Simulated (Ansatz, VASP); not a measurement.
# Two plane-wave programs on BN

```xyz
2
Lattice="0.0000 1.8130 1.8130 1.8130 0.0000 1.8130 1.8130 1.8130 0.0000" Properties=species:S:1:pos:R:3 pbc="T T T"
N     0.8366    0.8931    0.9257
B    -0.0385    0.0114   -0.0597
```

Change from the starting cell: atoms moved at random, drawn with an rms of 0.15 Å.

Alike in both runs: task relaxation of cell and atoms; functional LDA; k mesh 10 × 10 × 10; occupations fermi-dirac, width 0.05 eV; no spin polarisation.

```csv
,VASP,Ansatz
version,VASP 6.6.1,Ansatz 0.2.0
potentials or method,"VASP PAW LDA potentials, release 64 (N, B)",Ansatz PAW earlier set
plane-wave cutoff (eV),600,870
valence electrons in the cell,8,8
```

|  | VASP | Ansatz | Ansatz less VASP |
| --- | --- | --- | --- |
| relaxed volume (Å³/atom) | 5.75 | 5.74 | -0.008 |
| relaxed length of the cell vector where the two differ most in proportion (Å) | 2.533 | 2.532 | -0.0015 |

LDA's correlation is that of Perdew and Zunger in VASP and of Perdew and Wang (1992) in Ansatz.

Noted on Ansatz's run: the plane-wave basis is chosen anew once the cell has moved, so the energies of steps on either side of that aren't comparable.
